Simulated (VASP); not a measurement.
A run of VASP 6.6.1:

File POSCAR:

```
Cu
1.0
    0.0000000000      1.8194705475      1.8194705475
    1.8194705475      0.0000000000      1.8194705475
    1.8194705475      1.8194705475      0.0000000000
Cu
1
Direct
    0.0000000000      0.0000000000      0.0000000000
```

Contents of INCAR.step1:

```
SYSTEM = Cu
PREC     = Accurate       ! precision mode
ENCUT    = 520            ! plane-wave cutoff, eV
EDIFF    = 1E-5           ! SCF threshold, eV
ISMEAR   = -1             ! smearing method
SIGMA    = 0.05           ! smearing width, eV
LREAL    = .False.        ! projectors in reciprocal space
LASPH    = .True.         ! aspherical terms in the spheres
NELM     = 120            ! most SCF steps
ALGO     = Normal         ! electronic algorithm
ISIF     = 2              ! what is computed and relaxed
LWAVE    = .True.         ! write WAVECAR
LCHARG   = .False.        ! write CHGCAR
GGA      = PE             ! functional
NBANDS   = 12             ! bands
GGA_COMPAT= .False.
```

Contents of INCAR.step2:

```
SYSTEM = Cu
PREC     = Accurate       ! precision mode
ENCUT    = 520            ! plane-wave cutoff, eV
EDIFF    = 1E-6           ! SCF threshold, eV
ISMEAR   = -1             ! smearing method
SIGMA    = 0.05           ! smearing width, eV
LREAL    = .False.        ! projectors in reciprocal space
LASPH    = .True.         ! aspherical terms in the spheres
NELM     = 120            ! most SCF steps
ALGO     = Normal         ! electronic algorithm
ISIF     = 2              ! what is computed and relaxed
LWAVE    = .False.        ! write WAVECAR
LCHARG   = .False.        ! write CHGCAR
GGA      = PE             ! functional
LHFCALC  = .True.         ! exact exchange
AEXX     = 0.25           ! exact-exchange fraction
PRECFOCK = Normal       
ISTART   = 1            
NBANDS   = 12             ! bands
GGA_COMPAT= .False.
```

Contents of KPOINTS:

```
regular mesh
0
Gamma
  8 8 8
  0 0 0
```

Potentials or basis: VASP PAW PBE potentials, release 64 (Cu).

The run is started by

```console
$ cat potpaw_PBE.64/Cu/POTCAR > POTCAR
$ cp INCAR.step1 INCAR
$ mpirun -np 1 vasp_std > vasp.out
$ cp INCAR.step2 INCAR
$ mpirun -np 1 vasp_std > vasp.out
```

Hardware: 1 thread of Intel(R) Xeon(R) 6975P-C (Granite Rapids), on a shared host.

Q: Estimate the wall time of this run.

A: It took 14 min on 1 thread of Intel(R) Xeon(R) 6975P-C (Granite Rapids), with other jobs on the host, peak memory 0.13 GiB. Counts: k points 29.
